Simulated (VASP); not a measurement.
Input of a VASP 6.6.1 run:

The input INCAR:

```
ALGO = Normal ; EDIFF = 1E-7
ENCUT = 520 ; GGA = PS
ISIF = 2 ; ISMEAR = 0
LASPH = True ; LCHARG = False
LREAL = False ; LWAVE = False
NBANDS = 31 ; NELM = 100
PREC = Accurate ; SIGMA = 0.02
```

Contents of KPOINTS:

```
k-points
0
Gamma
  4 4 6
```

POSCAR

```
HfO2
1.0
    4.6530790000      0.0000000000      0.0000000000
    0.0000000000      4.6530790000      0.0000000000
    0.0000000000      0.0000000000      3.2054200000
Hf O
2 4
Direct
    0.0000000000      0.0000000000      0.0000000000
    0.5000000000      0.5000000000      0.5000000000
    0.1949600000      0.8050400000      0.5000000000
    0.3050400000      0.3050400000      0.0000000000
    0.6949600000      0.6949600000      0.0000000000
    0.8050400000      0.1949600000      0.5000000000
```

Potentials or basis: VASP PAW PBE potentials, release 64 (Hf_pv, O).

Command:

```sh
$ cat potpaw_PBE.64/Hf_pv/POTCAR potpaw_PBE.64/O/POTCAR > POTCAR
$ mpirun -np 1 vasp_std > vasp.out
```

**Question.** Estimate the band gap on the k mesh.

**Answer.** 4.13 eV, direct.

**Question.** Estimate the pressure.

**Answer.** 15.8 GPa.

**Question.** Predict the largest force.

**Answer.** 0.181 eV/Å.

Forces on the atoms (eV/Å):
```
Hf   0.000  0.000  0.000
Hf   0.000  0.000  0.000
O   -0.128  0.128  0.000
O    0.128  0.128  0.000
O   -0.128 -0.128  0.000
O    0.128 -0.128  0.000
```

Caveat: the PAW data sets were made with another functional, which shifts forces and pressure a little; spin-orbit coupling is left out, which moves the levels of the heavy elements. A k mesh can miss the band edges.
